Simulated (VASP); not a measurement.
# W (Im-3m) in VASP: further runs

W is run at these levels: LDA, PBEsol; tasks: single point.

All numbers are computed with VASP 6.6.1; they aren't measurements. Logs are shortened: lines on timing, memory, paths and dates and some standing lists are left out, and cuts for length are marked.

## (1) The cell of the first run

It takes space group Im-3m (No. 229, cubic). Conventional cell: a = 3.135 Å, b = 3.135 Å, c = 3.135 Å, α = 90.00°, β = 90.00°, γ = 90.00°. Within 3.6 Å of W (site symmetry m-3m) lie 14 W at 2.72 to 3.14 Å.

## (2) Single point, LDA

INCAR

```
PREC = Accurate
ENCUT = 520
EDIFF = 1E-6
ISMEAR = 1
SIGMA = 0.1
LREAL = F
LASPH = T
NELM = 80
ALGO = Normal
ISIF = 2
LWAVE = F
LCHARG = T
LELF = T
LVHAR = T
NBANDS = 13
```

KPOINTS

```
Automatic mesh
0
Gamma
  24 24 24
```

POSCAR

```
W
1.0
   -1.5675063756      1.5675063756      1.5675063756
    1.5675063756     -1.5675063756      1.5675063756
    1.5675063756      1.5675063756     -1.5675063756
W
1
Direct
    0.0000000000      0.0000000000      0.0000000000
```

Potentials or basis: VASP PAW LDA potentials, release 64 (W_sv).

Launch:

```bash
$ cat potpaw_LDA.64/W_sv/POTCAR > POTCAR
$ mpirun -np 1 vasp_std > vasp.out
```

OUTCAR:

```text
PREC = Accurate
   ENCUT = 520
   EDIFF = 1E-6
   ISMEAR = 1
   LREAL = F
   LASPH = T
   NELM = 80
   ISIF = 2

 ion  position               nearest neighbor table
   1  0.000  0.000  0.000-

  LATTYP: Found a body centered cubic cell.
 ALAT       =     3.1350127512

  Lattice vectors:

 A1 = (  -1.5675063756,   1.5675063756,   1.5675063756)
 A2 = (   1.5675063756,  -1.5675063756,   1.5675063756)
 A3 = (   1.5675063756,   1.5675063756,  -1.5675063756)

Analysis of symmetry for initial positions (statically):
=====================================================================
 Subroutine PRICEL returns:
 Original cell was already a primitive cell.

 Routine SETGRP: Setting up the symmetry group for a
 body centered cubic supercell.

 Subroutine GETGRP returns: Found 48 space group operations
 (whereof 48 operations were pure point group operations)
 out of a pool of 48 trial point group operations.

The static configuration has the point symmetry O_h .

Analysis of symmetry for dynamics (positions and initial velocities):
=====================================================================
 Subroutine PRICEL returns:
 Original cell was already a primitive cell.

 Routine SETGRP: Setting up the symmetry group for a
 body centered cubic supercell.

 Subroutine GETGRP returns: Found 48 space group operations
 (whereof 48 operations were pure point group operations)
 out of a pool of 48 trial point group operations.

The dynamic configuration has the point symmetry O_h .

 Subroutine INISYM returns: Found 48 space group operations
 (whereof 48 operations are pure point group operations),
 and found     1 'primitive' translations

----------------------------------------------------------------------------------------

                                     Primitive cell

  volume of cell :      15.4059

  direct lattice vectors                    reciprocal lattice vectors
    -1.567506376  1.567506376  1.567506376     0.000000000  0.318977969  0.318977969
     1.567506376 -1.567506376  1.567506376     0.318977969  0.000000000  0.318977969
     1.567506376  1.567506376 -1.567506376     0.318977969  0.318977969  0.000000000

  length of vectors
     2.715000684  2.715000684  2.715000684     0.451102970  0.451102970  0.451102970

  position of ions in fractional coordinates (direct lattice)
     0.000000000  0.000000000  0.000000000

  ion indices of the primitive-cell ions
   primitive index   ion index
                 1           1

----------------------------------------------------------------------------------------

 KPOINTS: Automatic mesh

Automatic generation of k-mesh.
 Grid dimensions read from file:
 generate k-points for:   24   24   24

 Generating k-lattice:

  Cartesian coordinates                     Fractional coordinates (reciprocal lattice)
     0.000000000  0.013290749  0.013290749     0.041666667  0.000000000  0.000000000
     0.013290749  0.000000000  0.013290749     0.000000000  0.041666667  0.000000000
     0.013290749  0.013290749  0.000000000     0.000000000  0.000000000  0.041666667

  Length of vectors
     0.018795957  0.018795957  0.018795957

  Shift w.r.t. Gamma in fractional coordinates (k-lattice)
     0.000000000  0.000000000  0.000000000

 Subroutine IBZKPT returns following result:
 ===========================================

 Found    413 irreducible k-points:

 Following reciprocal coordinates:
            Coordinates               Weight
  0.000000  0.000000  0.000000      1.000000
  0.041667  0.000000  0.000000     12.000000
  0.083333  0.000000  0.000000     12.000000
  0.125000  0.000000  0.000000     12.000000
  0.166667  0.000000  0.000000     12.000000
  0.208333  0.000000  0.000000     12.000000
[... 16 lines left out ...]
  0.416667  0.041667  0.000000     48.000000
  0.458333  0.041667  0.000000     48.000000
 [... further k-points ...]
   k-points           NKPTS =    413   k-points in BZ     NKDIM =    413   number of bands    NBANDS=     13
   number of dos      NEDOS =    301   number of ions     NIONS =      1
   total plane-waves  NPLWV =   8000
   dimension x,y,z NGX =    20 NGY =   20 NGZ =   20
   dimension x,y,z NGXF=    40 NGYF=   40 NGZF=   40
   ions per type =               1
   NGX,Y,Z   is equivalent  to a cutoff of  12.25, 12.25, 12.25 a.u.
   NGXF,Y,Z  is equivalent  to a cutoff of  24.49, 24.49, 24.49 a.u.
 SYSTEM =  unknown system
   PREC   = accura    normal or accurate (medium, high low for compatibility)
   ISTART =      0    job   : 0-new  1-cont  2-samecut
   ICHARG =      2    charge: 1-file 2-atom 10-const
   ISPIN  =      1    spin polarized calculation?
   LNONCOLLINEAR =      F non collinear calculations
   LSORBIT =      F    spin-orbit coupling
   LASPH  =      T    aspherical Exc in radial PAW
   ENCUT  =  520.0 eV  38.22 Ry    6.18 a.u.   5.05  5.05  5.05*2*pi/ulx,y,z
   NELM   =     80;   NELMIN=  2; NELMDL= -5     # of ELM steps
   EDIFF  = 0.1E-05   stopping-criterion for ELM
   LREAL  =      F    real-space projection
   EDIFFG = 0.1E-04   stopping-criterion for IOM
   NSW    =      0    number of steps for IOM
   IBRION =     -1    ionic relax: 0-MD 1-quasi-New 2-CG
   NFREE  =      0    steps in history (QN), initial steepest desc. (CG)
   ISIF   =      2    stress and relaxation
   ISYM   =      2    0-nonsym 1-usesym 2-fastsym
   POTIM  = 0.5000    time-step for ionic-motion
   TEBEG  =    0.0;   TEEND  =   0.0 temperature during run
   PSTRESS=    0.0 pullay stress
   NELECT =      14.0000    total number of electrons
   NUPDOWN=      -1.0000    fix difference up-down
   EMIN   =  10.00;   EMAX   =-10.00  energy-range for DOS
   EFERMI =   0.00;   METHOD = LEGACY
   ISMEAR =     1;   SIGMA  =   0.10  broadening in eV -4-tet -1-fermi 0-gaus
   EFERMI_NEDOS =   21; number of points for ismear=-14 and -15
   IALGO  =     38    algorithm
   IMIX   =      4    mixing-type and parameters
     AMIX     =   0.40;   BMIX     =  1.00
     AMIX_MAG =   1.60;   BMIX_MAG =  1.00
  volume/ion in A,a.u.               =      15.41       103.96
  Fermi-wavevector in a.u.,A,eV,Ry     =   1.585702  2.996542 34.211174  2.514450
  Thomas-Fermi vector in A             =   2.685126
   LORBIT       =      0    0 simple, 1 ext, 2 COOP (PROOUT), +10 PAW based schemes
   GGA     = CA    functional components
   LHFCALC =     F    Hartree Fock is set to
   AEXX    =    0.0000 exact exchange contribution
   IVDW    =     0    specifies the selected vdW correction
   LEPSILON=     F    determine dielectric tensor
   LRPA    =     F    only Hartree local field effects (RPA)
 non-spin polarized calculation
 Methfessel and Paxton  Order N= 1 SIGMA  =   0.10
  energy-cutoff  :      520.00
  volume of cell :       15.41
 maximum number of plane-waves:       430
   NGX =  9   NGY =  9   NGZ =  9

 number of electron      14.0000004 magnetization

 Free energy of the ion-electron system (eV)
  ---------------------------------------------------
  ext. energy  EPLUGINS =         0.00000000
  ---------------------------------------------------
  free energy    TOTEN  =       -14.10598183 eV

  energy without entropy =      -14.10622558  energy(sigma->0) =      -14.10606308

 E-fermi :  11.8154     XC(G=0): -13.9902

 val. band max:       11.8083365633   @ k =  -0.1667   0.2500   0.0833
 cond. band min:      11.8327614872   @ k =  -0.2917   0.2917   0.2917
 fundamental gap:      0.0244249239
 Fermi energy:        11.8154043174

 k-point     1 :       0.0000    0.0000    0.0000
  band No.  band energies     occupation
      1     -61.9731      2.00000
      2     -25.7354      2.00000
      3     -25.7354      2.00000
      4     -25.7354      2.00000
      5       2.0396      2.00000
      6      10.4292      2.00000
      7      10.4292      2.00000
      8      10.4292      2.00000
      9      13.9949      0.00000
     10      13.9949      0.00000
     11      26.3773      0.00000
     12      26.3773      0.00000
     13      26.3773      0.00000

 k-point     2 :       0.0417    0.0000    0.0000
  band No.  band energies     occupation
      1     -61.9705      2.00000
      2     -25.7622      2.00000
      3     -25.7437      2.00000
      4     -25.7356      2.00000
      5       2.1278      2.00000
      6      10.3751      2.00000
      7      10.4184      2.00000
      8      10.5138      2.00000
      9      13.9045      0.00000
     10      13.9950      0.00000
     11      26.4546      0.00000
     12      26.5258      0.00000
     13      26.6015      0.00000

 k-point     3 :       0.0833    0.0000    0.0000
  band No.  band energies     occupation
      1     -61.9627      2.00000
      2     -25.8402      2.00000
      3     -25.7678      2.00000
      4     -25.7360      2.00000
      5       2.3866      2.00000
      6      10.2206      2.00000
      7      10.3768      2.00000
      8      10.7665      2.00000
      9      13.6802     -0.00000
     10      13.9981      0.00000
     11      26.6676      0.00000
     12      26.9632      0.00000
     13      27.2192      0.00000
[... 305 lines left out ...]
 k-point    23 :       0.4167    0.0417    0.0000
  band No.  band energies     occupation
      1     -61.8213      2.00000
      2     -27.1165      2.00000
      3     -26.1908      2.00000
      4     -25.7552      2.00000
      5       5.3886      2.00000
      6       8.1037      2.00000
      7      11.9132     -0.04532
      8      13.9771      0.00000
      9      14.9120      0.00000
     10      17.6806      0.00000
     11      23.6452      0.00000
     12      23.9164      0.00000
     13      29.6813      0.00000

 k-point    24 :       0.4583    0.0417    0.0000
  band No.  band energies     occupation
      1     -61.8160      2.00000
      2     -27.1604      2.00000
      3     -26.2065      2.00000
      4     -25.7556      2.00000
      5       5.3625      2.00000
      6       8.0399      2.00000
      7      12.4077     -0.00000
      8      13.9027      0.00000
      9      15.0149      0.00000
     10      18.1674      0.00000
     11      23.2418      0.00000
     12      23.5662      0.00000
     13      29.0277      0.00000

 [... further k-points ...]

------------------------ aborting loop because EDIFF is reached ----------------------------------------

  FORCE on cell =-STRESS in cart. coord.  units (eV):
  Direction    XX          YY          ZZ          XY          YZ          ZX
  --------------------------------------------------------------------------------------
  -------------------------------------------------------------------------------------
  Total        0.1869739      0.1869739      0.1869739     -0.0000000     -0.0000000     -0.0000000
  in kB       19.4448025     19.4448025     19.4448025     -0.0000000     -0.0000000     -0.0000000
  external PRESSURE =      19.4448025 kB  Pullay stress =       0.0000000 kB

 VOLUME and BASIS-vectors are now :
 -----------------------------------------------------------------------------
  energy-cutoff  :      520.00
  volume of cell :       15.41
      direct lattice vectors                 reciprocal lattice vectors
    -1.567506376  1.567506376  1.567506376     0.000000000  0.318977969  0.318977969
     1.567506376 -1.567506376  1.567506376     0.318977969  0.000000000  0.318977969
     1.567506376  1.567506376 -1.567506376     0.318977969  0.318977969  0.000000000

 POSITION                                       TOTAL-FORCE (eV/Angst)
 -----------------------------------------------------------------------------------
      0.00000      0.00000      0.00000         0.000000     -0.000000     -0.000000
 -----------------------------------------------------------------------------------
    total drift:                                0.000000     -0.000000      0.000000

  FREE ENERGIE OF THE ION-ELECTRON SYSTEM (eV)
  ---------------------------------------------------
  free  energy   TOTEN  =       -14.1059818309 eV

  energy  without entropy=      -14.1062255823  energy(sigma->0) =      -14.10606308
```

Run time: 47 s. Hardware: 1 thread of Intel Xeon Platinum 8259CL at 2.50GHz (Skylake/Cascade Lake), shared host; peak memory 0.18 GiB.

What came out:

```yaml
Free_energy: -14.1060 eV
Pressure: 1.9 GPa
Band_gap_on_the_k_mesh: zero (bands 7 and 8 overlap by 6.67 eV)
```

Caveat: spin-orbit coupling is left out, which moves the levels of the heavy elements.

(Part 1 of 2 ends here.)
